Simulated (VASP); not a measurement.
# Sb in VASP: further runs

Runs on Sb. Level: PBE. Tasks: single point.

Everything below comes from runs of VASP 6.6.1. Logs are shortened: lines on timing, memory, paths and dates and some standing lists are left out, and cuts for length are marked.

**1. The cell of the first run**

The cell holds a slab with vacuum, 6 atoms: a = 3.388 Å, b = 4.792 Å, c = 24.471 Å, α = 90.00°, β = 90.00°, γ = 90.00°.

**2. Single point, PBE**

INCAR reads:

```
SYSTEM = Sb
PREC = Accurate
ENCUT = 520
EDIFF = 1E-6
ISMEAR = -1
SIGMA = 0.08
LREAL = .FALSE.
LASPH = .TRUE.
NELM = 60
ALGO = Normal
ISIF = 2
LWAVE = .FALSE.
LCHARG = .FALSE.
LDIPOL = .TRUE.
IDIPOL = 3
DIPOL = 0.5 0.5 0.500
GGA = PE
NBANDS = 24
```

KPOINTS reads:

```
Automatic mesh
0
G
  10 7 1
  0 0 0
```

POSCAR reads:

```
Sb
1.0
    3.3884663838      0.0000000000      0.0000000000
    0.0000000000      4.7920151155      0.0000000000
    0.0000000000      0.0000000000     24.4712000000
Sb
6
Direct
    0.2500000000      0.2500000000      0.3311959273
    0.7500000000      0.7500000000      0.3861305795
    0.2500000000      0.2500000000      0.4482815740
    0.7500000000      0.7500000000      0.5517184231
    0.2500000000      0.2500000000      0.6138694254
    0.7500000000      0.7500000000      0.6688040707
```

Potentials or basis: VASP PAW PBE potentials, release 64 (Sb).

Command:

```console
cat potpaw_PBE.64/Sb/POTCAR > POTCAR
mpirun -np 1 vasp_std > vasp.out
```

OUTCAR:

```text
SYSTEM = Sb
   PREC = Accurate
   ENCUT = 520
   EDIFF = 1E-6
   ISMEAR = -1
   LREAL = .FALSE.
   LASPH = .TRUE.
   NELM = 60
   ISIF = 2
   GGA = PE

 ion  position               nearest neighbor table
   1  0.250  0.250  0.331-   3 2.87   2 3.23   2 3.23   2 3.23   2 3.23
   2  0.750  0.750  0.386-   1 3.23   1 3.23   1 3.23   1 3.23   3 3.31   3 3.31   3 3.31   3 3.31

   3  0.250  0.250  0.448-   1 2.87   2 3.31   2 3.31   2 3.31   2 3.31
   4  0.750  0.750  0.552-   6 2.87   5 3.31   5 3.31   5 3.31   5 3.31
   5  0.250  0.250  0.614-   6 3.23   6 3.23   6 3.23   6 3.23   4 3.31   4 3.31   4 3.31   4 3.31

   6  0.750  0.750  0.669-   4 2.87   5 3.23   5 3.23   5 3.23   5 3.23

  LATTYP: Found a simple orthorhombic cell.
 ALAT       =     3.3884663838
 B/A-ratio  =     1.4142135623
 C/A-ratio  =     7.2219102178

  Lattice vectors:

 A1 = (   3.3884663838,   0.0000000000,   0.0000000000)
 A2 = (   0.0000000000,   4.7920151155,   0.0000000000)
 A3 = (   0.0000000000,   0.0000000000,  24.4712000000)

Analysis of symmetry for initial positions (statically):
=====================================================================
 Subroutine PRICEL returns:
 Original cell was already a primitive cell.

 Routine SETGRP: Setting up the symmetry group for a
 simple orthorhombic supercell.

 Subroutine GETGRP returns: Found  8 space group operations
 (whereof  2 operations were pure point group operations)
 out of a pool of  8 trial point group operations.

The static configuration has the point symmetry S_2 .
 The point group associated with its full space group is D_2h.

Analysis of symmetry for dynamics (positions and initial velocities):
=====================================================================
 Subroutine PRICEL returns:
 Original cell was already a primitive cell.

 Routine SETGRP: Setting up the symmetry group for a
 simple orthorhombic supercell.

 Subroutine GETGRP returns: Found  8 space group operations
 (whereof  2 operations were pure point group operations)
 out of a pool of  8 trial point group operations.

The dynamic configuration has the point symmetry S_2 .
 The point group associated with its full space group is D_2h.

 Subroutine INISYM returns: Found  8 space group operations
 (whereof  2 operations are pure point group operations),
 and found     1 'primitive' translations

----------------------------------------------------------------------------------------

                                     Primitive cell

  volume of cell :     397.3531

  direct lattice vectors                    reciprocal lattice vectors
     3.388466384  0.000000000  0.000000000     0.295118761  0.000000000  0.000000000
     0.000000000  4.792015115  0.000000000     0.000000000  0.208680477  0.000000000
     0.000000000  0.000000000 24.471200000     0.000000000  0.000000000  0.040864363

  length of vectors
     3.388466384  4.792015115 24.471200000     0.295118761  0.208680477  0.040864363

  position of ions in fractional coordinates (direct lattice)
     0.250000000  0.250000000  0.331195927
     0.750000000  0.750000000  0.386130579
     0.250000000  0.250000000  0.448281574
     0.750000000  0.750000000  0.551718423
     0.250000000  0.250000000  0.613869425
     0.750000000  0.750000000  0.668804071

  ion indices of the primitive-cell ions
   primitive index   ion index
                 1           1
                 2           2
                 3           3
                 4           4
                 5           5
                 6           6

----------------------------------------------------------------------------------------

 KPOINTS: Automatic mesh

Automatic generation of k-mesh.
 Grid dimensions read from file:
 generate k-points for:   10    7    1

 Generating k-lattice:

  Cartesian coordinates                     Fractional coordinates (reciprocal lattice)
     0.029511876  0.000000000  0.000000000     0.100000000  0.000000000  0.000000000
     0.000000000  0.029811497  0.000000000     0.000000000  0.142857143  0.000000000
     0.000000000  0.000000000  0.040864363     0.000000000  0.000000000  1.000000000

  Length of vectors
     0.029511876  0.029811497  0.040864363

  Shift w.r.t. Gamma in fractional coordinates (k-lattice)
     0.000000000  0.000000000  0.000000000

 Subroutine IBZKPT returns following result:
 ===========================================

 Found     24 irreducible k-points:

 Following reciprocal coordinates:
            Coordinates               Weight
  0.000000  0.000000  0.000000      1.000000
  0.100000  0.000000  0.000000      2.000000
  0.200000  0.000000  0.000000      2.000000
  0.300000  0.000000  0.000000      2.000000
  0.400000  0.000000  0.000000      2.000000
  0.500000  0.000000  0.000000      1.000000
[... 16 lines left out ...]
  0.400000  0.428571  0.000000      4.000000
  0.500000  0.428571  0.000000      2.000000
   k-points           NKPTS =     24   k-points in BZ     NKDIM =     24   number of bands    NBANDS=     24
   number of dos      NEDOS =    301   number of ions     NIONS =      6
   total plane-waves  NPLWV = 193536
   dimension x,y,z NGX =    28 NGY =   36 NGZ =  192
   dimension x,y,z NGXF=    56 NGYF=   72 NGZF=  384
   ions per type =               6
   NGX,Y,Z   is equivalent  to a cutoff of  13.74, 12.49, 13.04 a.u.
   NGXF,Y,Z  is equivalent  to a cutoff of  27.47, 24.98, 26.09 a.u.
 SYSTEM =  Sb
   PREC   = accura    normal or accurate (medium, high low for compatibility)
   ISTART =      0    job   : 0-new  1-cont  2-samecut
   ICHARG =      2    charge: 1-file 2-atom 10-const
   ISPIN  =      1    spin polarized calculation?
   LNONCOLLINEAR =      F non collinear calculations
   LSORBIT =      F    spin-orbit coupling
   LASPH  =      T    aspherical Exc in radial PAW
   ENCUT  =  520.0 eV  38.22 Ry    6.18 a.u.   6.30  8.91 45.50*2*pi/ulx,y,z
   NELM   =     60;   NELMIN=  2; NELMDL= -5     # of ELM steps
   EDIFF  = 0.1E-05   stopping-criterion for ELM
   LREAL  =      F    real-space projection
   EDIFFG = 0.1E-04   stopping-criterion for IOM
   NSW    =      0    number of steps for IOM
   IBRION =     -1    ionic relax: 0-MD 1-quasi-New 2-CG
   NFREE  =      0    steps in history (QN), initial steepest desc. (CG)
   ISIF   =      2    stress and relaxation
   ISYM   =      2    0-nonsym 1-usesym 2-fastsym
   POTIM  = 0.5000    time-step for ionic-motion
   TEBEG  =    0.0;   TEEND  =   0.0 temperature during run
   PSTRESS=    0.0 pullay stress
   NELECT =      30.0000    total number of electrons
   NUPDOWN=      -1.0000    fix difference up-down
   EMIN   =  10.00;   EMAX   =-10.00  energy-range for DOS
   EFERMI =   0.00;   METHOD = LEGACY
   ISMEAR =    -1;   SIGMA  =   0.08  broadening in eV -4-tet -1-fermi 0-gaus
   EFERMI_NEDOS =   21; number of points for ismear=-14 and -15
   IALGO  =     38    algorithm
   IMIX   =      4    mixing-type and parameters
     AMIX     =   0.40;   BMIX     =  1.00
     AMIX_MAG =   1.60;   BMIX_MAG =  1.00
  volume/ion in A,a.u.               =      66.23       446.91
  Fermi-wavevector in a.u.,A,eV,Ry     =   0.691921  1.307541  6.513849  0.478754
  Thomas-Fermi vector in A             =   1.773708
   LORBIT       =      0    0 simple, 1 ext, 2 COOP (PROOUT), +10 PAW based schemes
   GGA     = PE    functional components
   LHFCALC =     F    Hartree Fock is set to
   AEXX    =    0.0000 exact exchange contribution
   IVDW    =     0    specifies the selected vdW correction
   LEPSILON=     F    determine dielectric tensor
   LRPA    =     F    only Hartree local field effects (RPA)
 non-spin polarized calculation
  energy-cutoff  :      520.00
  volume of cell :      397.35
 maximum number of plane-waves:     10741
 NGX is ok and might be reduce to    28
   NGX = 13   NGY = 17   NGZ = 91

 dipolmoment           0.000000      0.000000      0.000000 electrons x Angstroem

 number of electron      29.9999999 magnetization

 dipolmoment           0.000000      0.000000     -0.000000 electrons x Angstroem

 Free energy of the ion-electron system (eV)
  ---------------------------------------------------
  ext. energy  EPLUGINS =         0.00000000
  ---------------------------------------------------
  free energy    TOTEN  =       -22.86585516 eV

  energy without entropy =      -22.80684978  energy(sigma->0) =      -22.83635247

 E-fermi :   1.2045     XC(G=0):  -4.8334

 val. band max:        1.1203304214   @ k =   0.5000   0.1429   0.0000
 cond. band min:       1.2278884782   @ k =   0.2000   0.0000   0.0000
 fundamental gap:      0.1075580568
 Fermi energy:         1.2045258727

 k-point     1 :       0.0000    0.0000    0.0000
  band No.  band energies     occupation
      1     -11.5211      2.00000
      2     -11.3310      2.00000
      3      -8.5382      2.00000
      4      -7.6910      2.00000
      5      -6.3776      2.00000
      6      -6.3191      2.00000
[... 16 lines left out ...]
     23       5.1554      0.00000
     24       5.3915      0.00000

 k-point     2 :       0.1000    0.0000    0.0000
  band No.  band energies     occupation
      1     -11.3926      2.00000
      2     -11.2026      2.00000
      3      -8.4166      2.00000
      4      -7.5765      2.00000
      5      -6.3250      2.00000
      6      -6.2801      2.00000
[... 16 lines left out ...]
     23       5.1505      0.00000
     24       5.2453      0.00000

 k-point     3 :       0.2000    0.0000    0.0000
  band No.  band energies     occupation
      1     -11.0097      2.00000
      2     -10.8201      2.00000
      3      -8.0577      2.00000
      4      -7.2441      2.00000
      5      -6.2412      2.00000
      6      -6.2376      2.00000
[... 16 lines left out ...]
     23       4.0171      0.00000
     24       4.2371      0.00000

 k-point     4 :       0.3000    0.0000    0.0000
  band No.  band energies     occupation
      1     -10.3831      2.00000
      2     -10.1954      2.00000
      3      -7.4865      2.00000
      4      -6.7477      2.00000
      5      -6.4791      2.00000
      6      -6.3927      2.00000
[... 16 lines left out ...]
     23       3.1032      0.00000
     24       4.0898      0.00000

 k-point     5 :       0.4000    0.0000    0.0000
  band No.  band energies     occupation
      1      -9.5479      2.00000
      2      -9.3704      2.00000
      3      -7.2520      2.00000
      4      -7.1065      2.00000
      5      -6.7701      2.00000
      6      -6.2377      2.00000
[... 16 lines left out ...]
     23       3.5042      0.00000
     24       3.8896      0.00000

 k-point     6 :       0.5000    0.0000    0.0000
  band No.  band energies     occupation
      1      -8.7675      2.00000
      2      -8.7675      2.00000
      3      -7.9003      2.00000
      4      -7.9003      2.00000
      5      -6.1999      2.00000
      6      -6.1999      2.00000
[... 16 lines left out ...]
     23       3.6871      0.00000
     24       3.6871      0.00000
[... 379 lines left out ...]
 k-point    21 :       0.2000    0.4286    0.0000
  band No.  band energies     occupation
      1      -9.9533      2.00000
      2      -9.8181      2.00000
      3      -8.7417      2.00000
      4      -8.6180      2.00000
      5      -7.4476      2.00000
      6      -7.2233      2.00000
[... 16 lines left out ...]
     23       4.4420      0.00000
     24       4.5079      0.00000

 k-point    22 :       0.3000    0.4286    0.0000
  band No.  band energies     occupation
      1      -9.3898      2.00000
      2      -9.2649      2.00000
      3      -8.1974      2.00000
      4      -8.0850      2.00000
      5      -6.9315      2.00000
      6      -6.7330      2.00000
[... 16 lines left out ...]
     23       4.1689      0.00000
     24       4.4761      0.00000

 k-point    23 :       0.4000    0.4286    0.0000
  band No.  band energies     occupation
      1      -8.7250      2.00000
      2      -8.6309      2.00000
      3      -7.5983      2.00000
      4      -7.5163      2.00000
      5      -6.3470      2.00000
      6      -6.2118      2.00000
[... 16 lines left out ...]
     23       4.2653      0.00000
     24       4.2933      0.00000

 k-point    24 :       0.5000    0.4286    0.0000
  band No.  band energies     occupation
      1      -8.3160      2.00000
      2      -8.3160      2.00000
      3      -7.2891      2.00000
      4      -7.2891      2.00000
      5      -6.0008      2.00000
      6      -6.0008      2.00000
[... 16 lines left out ...]
     23       4.1445      0.00000
     24       4.1445      0.00000

------------------------ aborting loop because EDIFF is reached ----------------------------------------

 vacuum level on the upper side and lower side of the slab       (xc-potential included)        -0.092        -0.092

  FORCE on cell =-STRESS in cart. coord.  units (eV):
  Direction    XX          YY          ZZ          XY          YZ          ZX
  --------------------------------------------------------------------------------------
  -------------------------------------------------------------------------------------
  Total        2.3046959      0.9590527      0.0592153      0.0000000      0.0000000      0.0000000
  in kB        9.2928213      3.8670202      0.2387633      0.0000000      0.0000000      0.0000000
  external PRESSURE =       4.4662016 kB  Pullay stress =       0.0000000 kB

 VOLUME and BASIS-vectors are now :
 -----------------------------------------------------------------------------
  energy-cutoff  :      520.00
  volume of cell :      397.35
      direct lattice vectors                 reciprocal lattice vectors
     3.388466384  0.000000000  0.000000000     0.295118761  0.000000000  0.000000000
     0.000000000  4.792015115  0.000000000     0.000000000  0.208680477  0.000000000
     0.000000000  0.000000000 24.471200000     0.000000000  0.000000000  0.040864363

 POSITION                                       TOTAL-FORCE (eV/Angst)
 -----------------------------------------------------------------------------------
      0.84712      1.19800      8.10476        -0.000000      0.000000     -0.015608
      2.54135      3.59401      9.44908        -0.000000      0.000000      0.004806
      0.84712      1.19800     10.96999        -0.000000     -0.000000      0.013013
      2.54135      3.59401     13.50121         0.000000      0.000000     -0.013013
      0.84712      1.19800     15.02212        -0.000000     -0.000000     -0.004806
      2.54135      3.59401     16.36644        -0.000000      0.000000      0.015608
 -----------------------------------------------------------------------------------
    total drift:                               -0.000000     -0.000000     -0.000007

  FREE ENERGIE OF THE ION-ELECTRON SYSTEM (eV)
  ---------------------------------------------------
  free  energy   TOTEN  =       -22.8658551551 eV

  energy  without entropy=      -22.8068497821  energy(sigma->0) =      -22.83635247

 vacuum level on the upper side and lower side of the slab         4.956         4.956
```

Wall time 3.3 min (1 thread of AMD EPYC 9R45 (Zen 5), shared host); peak memory 0.51 GiB.

What came out:

- Free energy: -22.8659 eV
- Largest force: 0.016 eV/Å
- Band gap on the k mesh: zero (bands 15 and 16 overlap by 3.02 eV)

Forces on the atoms (eV/Å):
```
Sb   0.000  0.000 -0.016
Sb   0.000  0.000  0.005
Sb   0.000  0.000  0.013
Sb   0.000  0.000 -0.013
Sb   0.000  0.000 -0.005
Sb   0.000  0.000  0.016
```

Caveat: spin-orbit coupling is left out, which moves the levels of the heavy elements.

(Continued in part 2 of 2.)

The gap in the log of VASP goes by the Fermi energy; the results here count the filled bands.